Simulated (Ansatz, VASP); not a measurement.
# Al in VASP and in Ansatz

Contents of INCAR:

```
ALGO     = Normal         # electronic algorithm
EDIFF    = 1E-6           # SCF threshold, eV
ENCUT    = 500            # plane-wave cutoff, eV
GGA      = PE             # functional
GGA_COMPAT= F            
ISIF     = 2              # what is computed and relaxed
ISMEAR   = 0              # smearing method
IVDW     = 12             # dispersion correction
LASPH    = T              # aspherical terms in the spheres
LCHARG   = F              # write CHGCAR
LREAL    = F              # projectors in reciprocal space
LWAVE    = F              # write WAVECAR
NBANDS   = 14             # bands
NELM     = 120            # most SCF steps
PREC     = Accurate       # precision mode
SIGMA    = 0.15           # smearing width, eV
```

File KPOINTS:

```
k-points
0
Gamma
  18 18 4
```

The input POSCAR:

```
Al
1.0
    2.8992000000      0.0000000000      0.0000000000
   -1.4496000000      2.5107808507      0.0000000000
    0.0000000000      0.0000000000     10.0403000000
Al
4
Direct
    0.0000000000      0.0000000000      0.0000000000
    0.3333333333      0.6666666667      0.2500000000
    0.0000000000      0.0000000000      0.5000000000
    0.6666666667      0.3333333333      0.7500000000
```

Input for Ansatz:

```yaml
crystal:
  lattice:
    - [2.8992, 0.0, 0.0]
    - [-1.4496, 2.5107808507, 0.0]
    - [0.0, 0.0, 10.0403]
  atoms:
    - { symbol: Al, position: [0.0, 0.0, 0.0] }
    - { symbol: Al, position: [0.3333333333, 0.6666666667, 0.25] }
    - { symbol: Al, position: [0.0, 0.0, 0.5] }
    - { symbol: Al, position: [0.6666666667, 0.3333333333, 0.75] }
basis:
  ecutwfc: 420
kpoints:
  mp_grid: { grid: [18, 18, 4] }
hamiltonian:
  xc: pbe
  dispersion: d3bj
scf:
  occupations: { method: gaussian, width: 0.15 }
output:
  forces: true
  stress: true
  eigenvalues: true
```

Alike in both runs: task single point; functional PBE; dispersion D3(BJ); k mesh 18 × 18 × 4; occupations gaussian, width 0.15 eV; no spin polarisation.

|  | VASP | Ansatz |
| --- | --- | --- |
| version | VASP 6.6.1 | Ansatz 0.2.0 |
| potentials or method | VASP PAW PBE potentials, release 64 (Al), cutoff 500 eV | scalar-relativistic, plane waves, PAW |
| valence electrons in the cell | 12 | 12 |

Ansatz gave:

| Property | Result |
| --- | --- |
| gap on the k mesh at the Fermi level (eV) | none |
| pressure (GPa) | -8.5 |
| traceless stress, the component that is largest in VASP (GPa) | -1.28 |

Question: Which values does VASP return?

Answer: gap on the k mesh at the Fermi level (eV): none; pressure (GPa): -8.5; traceless stress, the component that is largest in VASP (GPa): -1.27.

A gap of «none» marks a metal or a gap that the smearing closes.
